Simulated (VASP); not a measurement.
Set up this calculation in VASP 6.6.1, as the native input.

* Task: single point
* Functional: PBE
* Potentials or basis: VASP PAW PBE potentials, release 64 (Fe, Pt)
* Cutoff: 520 eV
* k mesh: 6 × 6 × 5
* Occupations: gaussian, width 0.15 eV
* Spin: collinear spin, ferromagnetic start
* Starting moments: [3.5, 0.0] μB
* Dipole correction: no
* Further INCAR settings: ALGO = Normal; EDIFF = 1e-06; NBANDS = 20

The structure of FePt (Tetraferroplatinum) lies in POSCAR:

```
FePt
1.0
    2.7235000000      0.0000000000      0.0000000000
    0.0000000000      2.7235000000      0.0000000000
    0.0000000000      0.0000000000      3.7200000000
Fe Pt
1 1
Direct
    0.0000000000      0.0000000000      0.0000000000
    0.5000000000      0.5000000000      0.5300000000
```

These files were run (other wordings do the same):

INCAR

```
SYSTEM = FePt
  ALGO = Normal
  EDIFF = 1E-6
  ENCUT = 520
  GGA = PE
  ISIF = 2
  ISMEAR = 0
  ISPIN = 2
  LASPH = .TRUE.
  LCHARG = .FALSE.
  LMAXMIX = 4
  LORBIT = 11
  LREAL = .FALSE.
  LWAVE = .FALSE.
  MAGMOM = 3.5 0
  NBANDS = 20
  NELM = 150
  PREC = Accurate
  SIGMA = 0.15
```

KPOINTS

```
k-points
0
G
  6 6 5
  0 0 0
```

Potentials or basis: VASP PAW PBE potentials, release 64 (Fe, Pt).

Command:

```console
$ cat potpaw_PBE.64/Fe/POTCAR potpaw_PBE.64/Pt/POTCAR > POTCAR
$ mpirun -np 1 vasp_std > vasp.out
```

Results of the run:

```json
{"Pressure": "3.6 GPa", "Largest force": "1.002 eV/Å", "Net moment": "3.22 μB per cell", "Site moments": "Fe +2.87; Pt +0.33 μB", "Valence electrons inside the program's atomic spheres": "Fe 7.01; Pt 9.44"}
```

Caveat: the k points lie up to 0.38 Å⁻¹ apart; forces of over 1 eV/Å act on the atoms, so gaps and moduli don't describe the material at rest.

Wall time 62 s on 1 thread of AMD EPYC 7R13, on a shared host, peak memory 0.13 GiB.
